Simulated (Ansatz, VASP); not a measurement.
Given: the input of a run of Ansatz 0.2.0 on BaTiO3.

The input input.yaml:

```yaml
crystal:
  lattice:
    - [-0.09159188, 0.02278148, -3.96239693]
    - [3.88088382, 4.13177996, 0.06849871]
    - [3.92317125, -4.17406739, 0.11385529]
  atoms:
    - { symbol: Ba, position: [0.9974869, 0.00014772, 0.00042717] }
    - { symbol: Ba, position: [0.99982027, 0.4987526, 0.50108677] }
    - { symbol: Ti, position: [0.5007474, 0.49905912, 0.99785408] }
    - { symbol: Ti, position: [0.50365646, 0.99876813, 0.49738197] }
    - { symbol: O, position: [0.99895966, 0.49877997, 0.99824097] }
    - { symbol: O, position: [0.00194463, 0.99975533, 0.50211677] }
    - { symbol: O, position: [0.49413247, 0.25152792, 0.25251016] }
    - { symbol: O, position: [0.49937016, 0.75231443, 0.7482599] }
    - { symbol: O, position: [0.50325957, 0.25086477, 0.74968771] }
    - { symbol: O, position: [0.50062248, 0.75003001, 0.25243449] }
hamiltonian:
  xc: pbe
  pseudopotentials: { kind: paw }
kpoints:
  mp_grid: { grid: [2, 2, 2] }
scf:
  occupations: { method: fermi_dirac, width: 0.05 }
output:
  forces: true
  stress: true
  eigenvalues: true
```

Potentials or basis: Ansatz PAW.

Launch:

```bash
$ ansatz run input.yaml --threads 4 --pin off --max-ram 11264MiB --backend cpu --events-out ev --progress --plain --runs-dir out
```

Task: Set up the same calculation for VASP 6.6.1. Potentials there: VASP PAW PBE potentials, release 64 (Ba_sv, Ti_sv, O).

Result: As run (the cutoff follows the program's own potentials):

File INCAR:

```
PREC = Accurate
ENCUT = 520
EDIFF = 1E-6
ISMEAR = -1
SIGMA = 0.05
LREAL = F
LASPH = T
NELM = 100
ALGO = Normal
ISIF = 2
LWAVE = F
LCHARG = F
GGA = PE
NBANDS = 51
```

File KPOINTS:

```
regular mesh
0
Gamma
  2 2 2
```

The input POSCAR:

```
BaTiO3
1.0
   -0.0915918800      0.0227814800     -3.9623969300
    3.8808838200      4.1317799600      0.0684987100
    3.9231712500     -4.1740673900      0.1138552900
Ba Ti O
2 2 6
Direct
    0.9974869000      0.0001477200      0.0004271700
    0.9998202700      0.4987526000      0.5010867700
    0.5007474000      0.4990591200      0.9978540800
    0.5036564600      0.9987681300      0.4973819700
    0.9989596600      0.4987799700      0.9982409700
    0.0019446300      0.9997553300      0.5021167700
    0.4941324700      0.2515279200      0.2525101600
    0.4993701600      0.7523144300      0.7482599000
    0.5032595700      0.2508647700      0.7496877100
    0.5006224800      0.7500300100      0.2524344900
```

Potentials or basis: VASP PAW PBE potentials, release 64 (Ba_sv, Ti_sv, O).

Command:

```bash
$ cat potpaw_PBE.64/Ba_sv/POTCAR potpaw_PBE.64/Ti_sv/POTCAR potpaw_PBE.64/O/POTCAR > POTCAR
$ mpirun -np 1 vasp_std > vasp.out
```

Both were run:

|  | VASP | Ansatz | Ansatz less VASP |
| --- | --- | --- | --- |
| gap on the k mesh at the Fermi level (eV) | 1.35 | 1.41 | +0.061 |
| least direct gap on the mesh (eV) | 1.46 | 1.49 | +0.031 |
| pressure (GPa) | 5.6 | 3.7 | -1.86 |
| traceless stress, the component that is largest in VASP (GPa) | -7.15 | -6.92 | +0.235 |
| rms of the force components (eV/Å) | 0.109 | 0.109 | +0.0002 |

Atom by atom the forces differ by 0.004 eV/Å (rms over components). With one functional, cell and mesh, what is left measures potentials, basis and numerics.

The k mesh is coarse, so the values compare programs but aren't converged. Neither program's run includes spin-orbit coupling.
